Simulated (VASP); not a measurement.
Set up this calculation in VASP 6.6.1, as the native input.

- Task: single point
- Functional: LDA
- Potentials or basis: VASP PAW LDA potentials, release 64 (Rh_pv)
- Cutoff: 520 eV
- k mesh: 12 × 12 × 7
- Occupations: fermi-dirac, width 0.1 eV
- Spin: no spin polarisation
- Dipole correction: no
- Further INCAR settings: ALGO = Normal; EDIFF = 1e-07; NBANDS = 22

The structure of Rh lies in POSCAR:

```
Rh
1.0
    2.6367312341      0.0000000000      0.0000000000
   -1.3183660998      2.2834760471      0.0000000000
    0.0000000000      0.0000000000      4.2756591193
Rh
2
Direct
    0.6666666667      0.3333333333      0.7500000000
    0.3333333333      0.6666666667      0.2500000000
```

One way to write it, as run:

INCAR

```
PREC = Accurate ; ENCUT = 520
EDIFF = 1E-7 ; ISMEAR = -1
SIGMA = 0.1 ; LREAL = False
LASPH = True ; NELM = 100
ALGO = Normal ; ISIF = 2
LWAVE = False ; LCHARG = True
GGA = CA ; LELF = True
LVHAR = True ; NBANDS = 22
```

KPOINTS

```
regular mesh
0
Gamma
  12 12 7
```

Potentials or basis: VASP PAW LDA potentials, release 64 (Rh_pv).

Command:

```console
$ cat potpaw_LDA.64/Rh_pv/POTCAR > POTCAR
$ mpirun -np 1 vasp_std > vasp.out
```

Results of the run:

```
Pressure               : 11.8 GPa
Band gap on the k mesh : zero (band 15 reaches 13.80 eV, above the bottom of band 16 at 11.09 eV)
```

Run time: 13 s on 1 thread of Intel(R) Xeon(R) 6975P-C (Granite Rapids), on a shared host, peak memory 0.15 GiB.
